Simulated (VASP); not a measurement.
# Ir (I4/mmm) in VASP: further runs, part 2 of 2

VASP 6.6.1. The steps go on from the part before.

**4. Single point, LDA (14.57 Å³/atom)**

This run uses another cell than the first one, of 14.57 Å³/atom.

The input, INCAR:

```
PREC = Accurate
ENCUT = 560
EDIFF = 1E-6
ISMEAR = 0
SIGMA = 0.15
LREAL = F
LASPH = T
NELM = 120
ALGO = Normal
ISIF = 2
LWAVE = F
LCHARG = F
GGA = CA
NBANDS = 14
GGA_COMPAT = F
```

The input, KPOINTS:

```
Automatic mesh
0
Gamma
  22 22 22
```

The input, POSCAR:

```
Ir
1.0
    0.0000000000      1.8894041476      2.0411233007
    1.8894041476      0.0000000000      2.0411233007
    1.8894041476      1.8894041476      0.0000000000
Ir
1
Direct
    0.0000000000      0.0000000000      0.0000000000
```

Potentials or basis: VASP PAW LDA potentials, release 64 (Ir_sv_GW).

On the command line:

```sh
$ cat potpaw_LDA.64/Ir_sv_GW/POTCAR > POTCAR
$ mpirun -np 1 vasp_std > vasp.out
```

OUTCAR:

```text
PREC = Accurate
   ENCUT = 560
   EDIFF = 1E-6
   ISMEAR = 0
   LREAL = F
   LASPH = T
   NELM = 120
   ISIF = 2
   GGA = CA

 ion  position               nearest neighbor table
   1  0.000  0.000  0.000-

  LATTYP: Found a body centered tetragonal cell.
 ALAT       =     2.6720209703
 C/A-ratio  =     1.5277749115

  Lattice vectors:

 A1 = (  -1.8894041476,   0.0000000000,   2.0411233007)
 A2 = (   1.8894041476,   0.0000000000,   2.0411233007)
 A3 = (   0.0000000000,   1.8894041476,  -2.0411233007)

Analysis of symmetry for initial positions (statically):
=====================================================================
 Subroutine PRICEL returns:
 Original cell was already a primitive cell.

 Routine SETGRP: Setting up the symmetry group for a
 body centered tetragonal supercell.

 Subroutine GETGRP returns: Found 16 space group operations
 (whereof 16 operations were pure point group operations)
 out of a pool of 16 trial point group operations.

The static configuration has the point symmetry D_4h.

Analysis of symmetry for dynamics (positions and initial velocities):
=====================================================================
 Subroutine PRICEL returns:
 Original cell was already a primitive cell.

 Routine SETGRP: Setting up the symmetry group for a
 body centered tetragonal supercell.

 Subroutine GETGRP returns: Found 16 space group operations
 (whereof 16 operations were pure point group operations)
 out of a pool of 16 trial point group operations.

The dynamic configuration has the point symmetry D_4h.

 Subroutine INISYM returns: Found 16 space group operations
 (whereof 16 operations are pure point group operations),
 and found     1 'primitive' translations

----------------------------------------------------------------------------------------

                                     Primitive cell

  volume of cell :      14.5730

  direct lattice vectors                    reciprocal lattice vectors
     0.000000000  1.889404148  2.041123301    -0.264633695  0.264633695  0.244963153
[... 114 lines left out ...]
   LRPA    =     F    only Hartree local field effects (RPA)
 non-spin polarized calculation
 Gauss-broadening in eV      SIGMA  =   0.15
  energy-cutoff  :      560.00
  volume of cell :       14.57
 maximum number of plane-waves:       453
 NGX is ok and might be reduce to    24
   NGX = 11   NGY = 11   NGZ = 11

 number of electron      17.0000000 magnetization

 Free energy of the ion-electron system (eV)
  ---------------------------------------------------
  ext. energy  EPLUGINS =         0.00000000
  ---------------------------------------------------
  free energy    TOTEN  =       -10.80750411 eV

  energy without entropy =      -10.79530412  energy(sigma->0) =      -10.80140412

 E-fermi :  12.0465     XC(G=0): -14.5938

 val. band max:       12.0460563525   @ k =   0.3182   0.0909   0.0000
 cond. band min:      12.0472588173   @ k =  -0.1818   0.0455   0.1364
 fundamental gap:      0.0012024648
 Fermi energy:        12.0465333733

 k-point     1 :       0.0000    0.0000    0.0000
  band No.  band energies     occupation
      1     -80.3618      2.00000
      2     -37.0967      2.00000
      3     -37.0299      2.00000
      4     -37.0299      2.00000
      5       1.3067      2.00000
      6       7.7020      2.00000
      7       8.7310      2.00000
      8       8.7310      2.00000
      9      10.2358      2.00000
     10      11.5848      1.99999
     11      25.9163      0.00000
     12      29.6984      0.00000
     13      31.8963      0.00000
     14      31.8963      0.00000
[... 377 lines left out ...]
      1     -80.3021      2.00000
      2     -37.7689      2.00000
      3     -37.2266      2.00000
      4     -37.0909      2.00000
      5       4.3698      2.00000
      6       7.7511      2.00000
      7       8.8441      2.00000
      8      10.9479      2.00000
      9      12.5983      0.00000
     10      13.6219      0.00000
     11      19.2584      0.00000
     12      25.4925      0.00000
     13      30.3507      0.00000
     14      31.8459      0.00000

 [... further k-points ...]

------------------------ aborting loop because EDIFF is reached ----------------------------------------

  FORCE on cell =-STRESS in cart. coord.  units (eV):
  Direction    XX          YY          ZZ          XY          YZ          ZX
  --------------------------------------------------------------------------------------
  -------------------------------------------------------------------------------------
  Total       -0.7718966     -0.7718966     -3.1931718      0.0000000     -0.0000000      0.0000000
  in kB      -84.8634622    -84.8634622   -351.0620683      0.0000000     -0.0000000      0.0000000
  external PRESSURE =    -173.5963309 kB  Pullay stress =       0.0000000 kB

 VOLUME and BASIS-vectors are now :
 -----------------------------------------------------------------------------
  energy-cutoff  :      560.00
  volume of cell :       14.57
      direct lattice vectors                 reciprocal lattice vectors
     0.000000000  1.889404148  2.041123301    -0.264633695  0.264633695  0.244963153
     1.889404148  0.000000000  2.041123301     0.264633695 -0.264633695  0.244963153
     1.889404148  1.889404148  0.000000000     0.264633695  0.264633695 -0.244963153

 POSITION                                       TOTAL-FORCE (eV/Angst)
 -----------------------------------------------------------------------------------
      0.00000      0.00000      0.00000         0.000000      0.000000      0.000000
 -----------------------------------------------------------------------------------
    total drift:                               -0.000000     -0.000000     -0.000000

  FREE ENERGIE OF THE ION-ELECTRON SYSTEM (eV)
  ---------------------------------------------------
  free  energy   TOTEN  =       -10.8075041083 eV

  energy  without entropy=      -10.7953041246  energy(sigma->0) =      -10.80140412
```

OSZICAR:

```text
N       E                     dE             d eps       ncg     rms          rms(c)
DAV:   1     0.114737721086E+03    0.11474E+03   -0.11908E+04 24026   0.133E+03
DAV:   2    -0.103420736344E+02   -0.12508E+03   -0.11981E+03 29388   0.400E+02
DAV:   3    -0.120948172261E+02   -0.17527E+01   -0.17461E+01 25872   0.447E+01
DAV:   4    -0.120976342606E+02   -0.28170E-02   -0.28169E-02 27750   0.218E+00
DAV:   5    -0.120976401293E+02   -0.58687E-05   -0.58690E-05 26058   0.949E-02    0.689E+01
DAV:   6    -0.109116171241E+02    0.11860E+01   -0.16339E+00 24294   0.133E+01    0.369E+01
DAV:   7    -0.108250754505E+02    0.86542E-01   -0.39348E-01 26964   0.598E+00    0.767E+00
DAV:   8    -0.108077208603E+02    0.17355E-01   -0.64961E-02 23598   0.314E+00    0.732E-01
DAV:   9    -0.108076479303E+02    0.72930E-04   -0.71333E-04 26568   0.335E-01    0.300E-01
DAV:  10    -0.108075063781E+02    0.14155E-03   -0.26088E-04 25506   0.232E-01    0.227E-01
DAV:  11    -0.108075041554E+02    0.22227E-05   -0.57379E-06 26730   0.315E-02    0.506E-02
DAV:  12    -0.108075041083E+02    0.47120E-07   -0.17384E-07 12444   0.462E-03
   1 F= -.10807504E+02 E0= -.10801404E+02  d E =-.122000E-01
```

stdout:

```text
POSCAR found type information on POSCAR Ir
 POSCAR found :  1 types and       1 ions
 scaLAPACK will be used
 LDA part: xc-table for (Slater(with rela. corr.)+CA(PZ))
 , standard interpolation
 POSCAR, INCAR and KPOINTS ok, starting setup
 FFT: planning ... GRIDC
 FFT: planning ... GRID_SOFT
 FFT: planning ... GRID
 WAVECAR not read
 entering main loop
```

Wall time 2.7 min (1 thread of AMD EPYC 7R13 (Zen 3), shared host); peak memory 0.28 GiB.

Results:

- Free energy: -10.8075 eV
- Pressure: -17.4 GPa
- Band gap on the k mesh: zero (an odd number of electrons rules out a gap without spin polarisation)

Levels at points of the mesh, in eV from the Fermi level:
```csv
k point,band 4,band 5,band 6,band 7,band 8,band 9,band 10,band 11,band 12,band 13
"(0.00, 0.00, 0.00)",-49.08,-10.74,-4.34,-3.32,-3.32,-1.81,-0.46,13.87,17.65,19.85
"(0.50, 0.00, 0.00)",-49.14,-7.75,-4.27,-3.26,-0.58,0.65,1.12,7.08,13.30,18.49
"(0.50, 0.50, 0.00)",-49.28,-7.62,-6.98,0.78,0.99,1.36,1.36,8.82,12.33,12.33
"(0.50, 0.00, 0.50)",-49.37,-7.51,-6.97,0.75,0.92,1.98,2.32,10.62,10.92,11.39
```

Caveat: the stress differs along the axes, from -35 to -8 GPa; spin-orbit coupling is left out, which moves the levels of the heavy elements.

**5. The runs side by side**

```tsv
cell	gap on the mesh (eV)	pressure (GPa)
a = 2.709, b = 2.709, c = 2.603 Å, angles 61.3, 61.3, 57.4°, 1 atom	none	13.3
a = 2.734, b = 2.734, c = 2.626 Å, angles 61.3, 61.3, 57.4°, 1 atom	none	1.4
a = 2.781, b = 2.781, c = 2.672 Å, angles 61.3, 61.3, 57.4°, 1 atom	none	-17.4
```

Alike in all rows: task single point; level LDA; potentials or basis VASP PAW LDA potentials, release 64 (Ir_sv_GW); no spin polarisation; k mesh 22 × 22 × 22; cutoff (eV) 560; smearing gaussian 0.15 eV.

Caveats: spin-orbit coupling is left out, which moves the levels of the heavy elements; the stress differs along the axes, from -9 to 25 GPa (at least some runs); the stress differs along the axes, from -19 to 12 GPa (at least some runs); the stress differs along the axes, from -35 to -8 GPa (at least some runs).

Absolute energies hang on the potentials; compare differences alone.
